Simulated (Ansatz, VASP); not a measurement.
# GaN: VASP beside Ansatz

Contents of POSCAR:

```
GaN
1.0
    0.0000000000      2.1352350000      2.1352350000
    2.1352350000      0.0000000000      2.1352350000
    2.1352350000      2.1352350000      0.0000000000
Ga N
1 1
Direct
    0.0000000000      0.0000000000      0.0000000000
    0.5105374818      0.5105374818      0.4894625182
```

Contents of INCAR.step1:

```
SYSTEM = GaN
PREC = Accurate
ENCUT = 520
ISMEAR = 0
SIGMA = 0.02
LREAL = .FALSE.
LASPH = .TRUE.
NELM = 60
NBANDS = 16
GGA = PE
ALGO = Normal
EDIFF = 1E-4
LWAVE = .TRUE.
LCHARG = .FALSE.
```

File INCAR.step2:

```
SYSTEM = GaN
PREC = Accurate
ENCUT = 520
EDIFF = 1E-6
ISMEAR = 0
SIGMA = 0.02
LREAL = .FALSE.
LASPH = .TRUE.
NELM = 60
ALGO = Normal
ISIF = 2
LWAVE = .FALSE.
LCHARG = .FALSE.
METAGGA = R2SCAN
LMIXTAU = .TRUE.
NBANDS = 16
ISTART = 1
```

The input KPOINTS:

```
Automatic mesh
0
G
  12 12 12
  0 0 0
```

Input for Ansatz:

```yaml
crystal:
  lattice:
    - [0.0, 2.135235, 2.135235]
    - [2.135235, 0.0, 2.135235]
    - [2.135235, 2.135235, 0.0]
  atoms:
    - { symbol: Ga, position: [0.0, 0.0, 0.0] }
    - { symbol: "N", position: [0.5105374818, 0.5105374818, 0.4894625182] }
basis:
  ecutwfc: 500
kpoints:
  mp_grid: { grid: [12, 12, 12] }
hamiltonian:
  xc: r2scan
scf:
  occupations: { method: gaussian, width: 0.02 }
output:
  forces: true
  stress: true
  eigenvalues: true
  populations: true
```

Change from the starting cell: one atom moved.

Alike in both runs: task single point; functional r2SCAN; k mesh 12 × 12 × 12; occupations gaussian, width 0.02 eV; no spin polarisation.

```csv
,VASP,Ansatz
version,VASP 6.6.1,Ansatz 0.2.0
potentials or method,"VASP PAW PBE potentials, release 64 (Ga_d, N), cutoff 520 eV","scalar-relativistic, plane waves, PAW"
valence electrons in the cell,18,18
```

```csv
,VASP,Ansatz,Ansatz less VASP
gap on the k mesh at the Fermi level (eV),0.89,0.91,+0.020
least direct gap on the mesh (eV),2.91,2.88,-0.028
pressure (GPa),-7.2,-8.2,-1.05
"traceless stress, the component that is largest in VASP (GPa)",0.59,0.58,-0.009
rms of the force components (eV/Å),0.050,0.044,-0.0064
```

VASP's potentials were made for PBE, not for r2SCAN. Atom by atom the forces differ by 0.006 eV/Å (rms over components). With one functional, cell and mesh, what is left measures potentials, basis and numerics.
